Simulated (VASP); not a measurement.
**GaSbTeSe2: single point with PBE**

The system is GaSbTeSe2.

```
Ga Sb Te Se
1.0
     4.07409    0.00000    0.00000
    -2.03704    3.52826    0.00000
     0.00000    0.00000   10.85639
Ga Sb Te Se
1 1 1 2
Direct
  0.66667 0.33333 0.38770
  0.33333 0.66667 0.77225
  0.00000 0.00000 0.94098
  0.33333 0.66667 0.29227
  0.66667 0.33333 0.60681
```

The cell was generated, and may not be a known phase.

```json
{"Program": "VASP 6.6.1", "Task": "single point", "Functional": "PBE", "Potentials or basis": "VASP PAW PBE potentials, release 64 (Ga_d, Sb, Te, Se)", "Cutoff": "520 eV", "k mesh": "12 × 12 × 4", "Occupations": "gaussian, width 0.1 eV", "Spin": "no spin polarisation"}
```

```yaml
Pressure: 0.0 GPa
Largest_force: 0.036 eV/Å
Band_gap_on_the_k_mesh: zero (bands 18 and 19 overlap by 0.13 eV)
```

Forces in eV/Å, atoms in the order of the input:
```
Ga   0.000  0.000 -0.005
Sb   0.000  0.000 -0.036
Te   0.000  0.000  0.022
Se   0.000  0.000 -0.013
Se   0.000  0.000  0.032
```

Levels at points of the mesh, in eV from the Fermi level:
| k point | band 15 | band 16 | band 17 | band 18 | band 19 | band 20 | band 21 | band 22 |
| --- | --- | --- | --- | --- | --- | --- | --- | --- |
| (0.00, 0.00, 0.00) | -1.33 | -1.26 | -0.55 | -0.55 | 0.11 | 1.58 | 1.97 | 1.97 |
| (0.50, 0.00, 0.00) | -2.71 | -2.10 | -1.51 | -1.02 | 0.82 | 1.70 | 2.62 | 2.75 |
| (0.00, 0.00, 0.50) | -1.34 | -0.54 | -0.54 | -0.37 | -0.21 | 1.48 | 1.94 | 1.94 |
| (0.50, 0.00, 0.50) | -2.74 | -1.76 | -1.29 | -0.99 | 0.41 | 1.52 | 2.66 | 2.69 |

Run time: 2.3 min on 1 thread of Intel(R) Xeon(R) 6975P-C (Granite Rapids) (shared host), peak memory 0.49 GiB.

Caveat: semilocal functionals underestimate gaps, and a narrow one can read as zero; spin-orbit coupling is left out, which moves the levels of the heavy elements; this functional lacks dispersion, which binds layers or chains, so the pressure and a relaxed spacing across them are unreliable.
